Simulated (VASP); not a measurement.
SiO2, 6 atoms in the cell. The structure is tetragonal, space group P4_2/mnm (No. 136). The conventional cell has a = 4.225 Å, b = 4.225 Å, c = 2.379 Å, α = 90.00°, β = 90.00°, γ = 90.00°. Si (site symmetry mmm) has 6 O at 1.66 to 1.83 Å within 2.2 Å. Within 2.2 Å of O (site symmetry m2m) lie 3 Si at 1.66 to 1.83 Å.  This cell differs from its parent crystal: volume 7.078 Å^3 an atom, c/a of the conventional cell 0.5629.

| Property | Result |
| --- | --- |
| Program | VASP 6.6.1 |
| Task | single point |
| Functional | PBE |
| Potentials or basis | VASP PAW PBE potentials, release 64 (Si, O) |
| Cutoff | 520 eV |
| k mesh | 6 × 6 × 10 |
| Occupations | gaussian, width 0.05 eV |
| Spin | no spin polarisation |
| Dipole correction | no |
| Further INCAR settings | ALGO = Normal; EDIFF = 1e-06; NBANDS = 25 |

Potentials or basis: VASP PAW PBE potentials, release 64 (Si, O).

Launch:

```sh
$ cat potpaw_PBE.64/Si/POTCAR potpaw_PBE.64/O/POTCAR > POTCAR
$ mpirun -np 1 vasp_std > vasp.out
```

Hardware: 1 thread of Intel(R) Xeon(R) Platinum 8488C (Sapphire Rapids), on a shared host.

Problem. How long does it take, and how much memory?

Solution. Run time: 30 s on 1 thread of Intel(R) Xeon(R) Platinum 8488C (Sapphire Rapids), on a shared host, peak memory 0.17 GiB. Counts: scf iterations 13, k points 60.
